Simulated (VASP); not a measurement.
**SiNi: single point with PBE**

SiNi:

```xyz
4
Lattice="3.0266 0.0000 0.0000 0.0000 3.2735 0.0000 0.0000 0.0000 4.6978" Properties=species:S:1:pos:R:3 pbc="T T T"
Si    1.5133    1.6367    3.9569
Si    0.0000    0.0000    0.7408
Ni    1.5133    1.6367    1.6171
Ni    0.0000    0.0000    3.0807
```

* Program: VASP 6.6.1
* Task: single point
* Functional: PBE
* Potentials or basis: VASP PAW PBE potentials, release 64 (Si, Ni)
* Cutoff: 520 eV
* k mesh: 4 × 4 × 2
* Occupations: gaussian, width 0.1 eV
* Spin: no spin polarisation

```json
{
  "Pressure": "1.6 GPa",
  "Largest force": "0.183 eV/Å",
  "Band gap on the k mesh": "zero (bands 14 and 15 overlap by 2.24 eV)"
}
```

Forces in eV/Å, atoms in the order of the input:
```
Si   0.000  0.000  0.169
Si   0.000  0.000 -0.169
Ni   0.000  0.000 -0.183
Ni   0.000  0.000  0.183
```

Stress tensor (GPa, compression positive):
```
 0.95  0.00  0.00
 0.00 -0.60  0.00
 0.00  0.00  4.42
```

Levels at points of the mesh, in eV from the Fermi level:
```tsv
k point	band 10	band 11	band 12	band 13	band 14	band 15	band 16	band 17	band 18	band 19
(0.00, 0.00, 0.00)	-2.59	-2.31	-2.00	-1.93	-1.13	0.70	2.90	5.03	5.28	6.71
(0.50, 0.00, 0.00)	-2.52	-2.49	-2.49	-1.67	-1.67	1.62	1.62	3.45	3.45	6.11
(0.00, 0.50, 0.00)	-2.64	-2.23	-2.23	-2.11	-2.11	1.20	1.20	4.51	4.51	7.40
(0.50, 0.50, 0.00)	-3.26	-2.02	-2.02	-1.64	-1.64	1.43	1.43	1.96	1.96	3.87
(0.00, 0.00, 0.50)	-2.67	-2.65	-2.05	1.22	1.85	2.15	2.48	2.53	3.59	3.88
(0.50, 0.00, 0.50)	-2.35	-2.15	-2.15	-1.49	-1.49	3.70	3.70	5.25	5.25	5.74
(0.00, 0.50, 0.50)	-2.44	-1.99	-1.99	-1.96	-1.96	4.92	4.92	5.23	5.23	7.07
(0.50, 0.50, 0.50)	-2.76	-2.05	-2.05	-1.60	-1.60	-0.39	-0.39	0.90	0.90	8.16
```

It took 30 s on 1 thread of Intel Xeon 8259CL, on a shared host, peak memory 0.13 GiB.

Caveat: the k points lie up to 0.67 Å⁻¹ apart, too coarse for converged energies and pressures of a metal. Spin polarisation is off, so any magnetic state and its effect on volume and gap are missing.
